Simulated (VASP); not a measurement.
Runs of VASP 6.6.1 on C. The structure is that of space group P6/mmm (No. 191), or close to it. The cells are those of the table. 

```tsv
cell	k mesh	gap on the mesh (eV)	pressure (GPa)
a = 5.695, b = 5.695, c = 1.277 Å, angles 90.0, 90.0, 120.0°, 3 atoms	9 × 9 × 32	none	0.2
a = 5.618, b = 5.618, c = 1.259 Å, angles 90.0, 90.0, 120.0°, 3 atoms	7 × 7 × 27	none	8.5
a = 5.843, b = 5.843, c = 1.310 Å, angles 90.0, 90.0, 120.0°, 3 atoms	7 × 7 × 27	none	(a)
a = 5.770, b = 5.770, c = 1.293 Å, angles 90.0, 90.0, 120.0°, 3 atoms	7 × 7 × 27	none	-7.1
a = 5.695, b = 5.695, c = 1.277 Å, angles 90.0, 90.0, 120.0°, 3 atoms	7 × 7 × 27	none	(b)
```

Alike in all rows: task single point; level LDA; potentials or basis VASP PAW LDA potentials, release 64 (C); no spin polarisation; cutoff (eV) 520; smearing fermi-dirac 0.1 eV.

Q: Fill in the values left out.

A: (a) -13.1; (b) 0.0.

A gap of «none» marks levels without a gap at the run's occupations.
